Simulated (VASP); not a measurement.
# Cs2SnI6 (Fm-3m) in VASP: a series of runs, part 2 of 2

VASP 6.6.1. Earlier steps stand in the parts before.

**3. Electric field gradients, PBEsol**

File INCAR:

```
ALGO = Normal ; EDIFF = 1E-8
ENCUT = 400 ; GGA = PS
GGA_COMPAT = F ; ISIF = 2
ISMEAR = -1 ; LASPH = T
LCHARG = F ; LEFG = T
LREAL = F ; LWAVE = F
NBANDS = 47 ; NELM = 120
PREC = Accurate ; SIGMA = 0.05
```

File KPOINTS:

```
k-points
0
Gamma
  5 5 5
```

File POSCAR:

```
Cs2SnI6
1.0
    0.0000000000      5.8138000000      5.8138000000
    5.8138000000      0.0000000000      5.8138000000
    5.8138000000      5.8138000000      0.0000000000
Cs Sn I
2 1 6
Direct
    0.2500000000      0.2500000000      0.2500000000
    0.7500000000      0.7500000000      0.7500000000
    0.0000000000      0.0000000000      0.0000000000
    0.7529570405      0.2470429595      0.2470429595
    0.2470429595      0.7529570405      0.2470429595
    0.2470429595      0.7529570405      0.7529570405
    0.7529570405      0.2470429595      0.7529570405
    0.2470429595      0.2470429595      0.7529570405
    0.7529570405      0.7529570405      0.2470429595
```

Potentials or basis: VASP PAW PBE potentials, release 64 (Cs_sv, Sn_d, I).

Run with:

```console
> cat potpaw_PBE.64/Cs_sv/POTCAR potpaw_PBE.64/Sn_d/POTCAR potpaw_PBE.64/I/POTCAR > POTCAR
> mpirun -np 1 vasp_std > vasp.out
```

OUTCAR:

```text
EDIFF = 1E-8
   ENCUT = 400
   GGA = PS
   ISIF = 2
   ISMEAR = -1
   LASPH = T
   LREAL = F
   NELM = 120
   PREC = Accurate

 ion  position               nearest neighbor table
   1  0.250  0.250  0.250-
   2  0.750  0.750  0.750-
   3  0.000  0.000  0.000-   4 2.87   5 2.87   6 2.87   7 2.87   8 2.87   9 2.87
   4  0.753  0.247  0.247-   3 2.87
   5  0.247  0.753  0.247-   3 2.87
   6  0.247  0.753  0.753-   3 2.87
   7  0.753  0.247  0.753-   3 2.87
   8  0.247  0.247  0.753-   3 2.87
   9  0.753  0.753  0.247-   3 2.87

  LATTYP: Found a face centered cubic cell.
 ALAT       =    11.6276000000

  Lattice vectors:

 A1 = (   0.0000000000,   5.8138000000,   5.8138000000)
 A2 = (   5.8138000000,   0.0000000000,   5.8138000000)
 A3 = (   5.8138000000,   5.8138000000,   0.0000000000)

Analysis of symmetry for initial positions (statically):
=====================================================================
 Subroutine PRICEL returns:
 Original cell was already a primitive cell.

[... 710 lines left out ...]
  free  energy   TOTEN  =       -24.8783922793 eV

  energy  without entropy=      -24.8742791842  energy(sigma->0) =      -24.87633573

 Electric field gradients (V/A^2)
---------------------------------------------------------------------
 ion       V_xx      V_yy      V_zz      V_xy      V_xz      V_yz
---------------------------------------------------------------------
   1       0.000     0.000    -0.000    -0.001    -0.001    -0.001
   2       0.000     0.000    -0.000    -0.001    -0.001    -0.001
   3       0.000     0.000    -0.000     0.002     0.002     0.002
   4     549.326  -274.663  -274.663     0.000     0.000    -0.000
   5    -274.663   549.326  -274.663     0.000    -0.000     0.000
   6     549.326  -274.663  -274.663     0.000     0.000    -0.000
   7    -274.663   549.326  -274.663     0.000    -0.000     0.000
   8    -274.663  -274.663   549.326    -0.000     0.000     0.000
   9    -274.663  -274.663   549.326    -0.000     0.000     0.000
---------------------------------------------------------------------

 Electric field gradients after diagonalization (V/A^2)
 (convention: |V_zz| > |V_xx| > |V_yy|)
----------------------------------------------------------------------
 ion       V_xx      V_yy      V_zz     asymmetry (V_yy - V_xx)/ V_zz
----------------------------------------------------------------------
   1       0.001     0.001    -0.002       0.000
   2       0.001     0.001    -0.002       0.000
   3      -0.002    -0.002     0.005       0.000
   4    -274.663  -274.663   549.326       0.000
   5    -274.663  -274.663   549.326       0.000
   6    -274.663  -274.663   549.326       0.000
   7    -274.663  -274.663   549.326       0.000
   8    -274.663  -274.663   549.326       0.000
   9    -274.663  -274.663   549.326       0.000
----------------------------------------------------------------------

           NMR quadrupolar parameters

 Cq : quadrupolar parameter    Cq=e*Q*V_zz/h
 eta: asymmetry parameters     (V_yy - V_xx)/ V_zz
 Q  : nuclear electric quadrupole moment in mb (millibarn)
----------------------------------------------------------------------
 ion       Cq(MHz)       eta       Q (mb)
----------------------------------------------------------------------
   1      -0.000       0.000       1.000
   2      -0.000       0.000       1.000
   3       0.000       0.000       1.000
   4       1.328       0.000       1.000
   5       1.328       0.000       1.000
   6       1.328       0.000       1.000
   7       1.328       0.000       1.000
   8       1.328       0.000       1.000
   9       1.328       0.000       1.000
----------------------------------------------------------------------
```

It took 7.1 min on 1 thread of Intel Xeon 8259CL, shared host; peak memory 0.45 GiB.

Results:

| Property | Result |
| --- | --- |
| Free energy | -24.8784 eV |
| Pressure | -0.2 GPa |
| Largest force | 0.012 eV/Å |
| Band gap on the k mesh | zero (filled and empty bands touch) |
| Largest electric field gradient by atom | Cs -0.0; Sn +0.0; I +549.3 V/Å² |

Forces in eV/Å, atoms in the order of the input:
```
Cs   0.000  0.000  0.000
Cs   0.000  0.000  0.000
Sn   0.000  0.000  0.000
I    0.012  0.000  0.000
I    0.000  0.012  0.000
I   -0.012  0.000  0.000
I    0.000 -0.012  0.000
I    0.000  0.000  0.012
I    0.000  0.000 -0.012
```

Electric field gradients, principal values (V/Å²):
```csv
atom,least,middle,greatest (by size)
1 Cs,0.001,0.001,-0.002
2 Cs,0.001,0.001,-0.002
3 Sn,-0.002,-0.002,0.005
4 I,-274.663,-274.663,549.326
5 I,-274.663,-274.663,549.326
6 I,-274.663,-274.663,549.326
7 I,-274.663,-274.663,549.326
8 I,-274.663,-274.663,549.326
9 I,-274.663,-274.663,549.326
```

Caveat: without QUAD_EFG the Cq values of the log hold for a quadrupole moment of 1 mb, not for the nuclei; the PAW data sets were made with another functional, which shifts forces and pressure a little; spin-orbit coupling is left out, which moves the levels of the heavy elements.
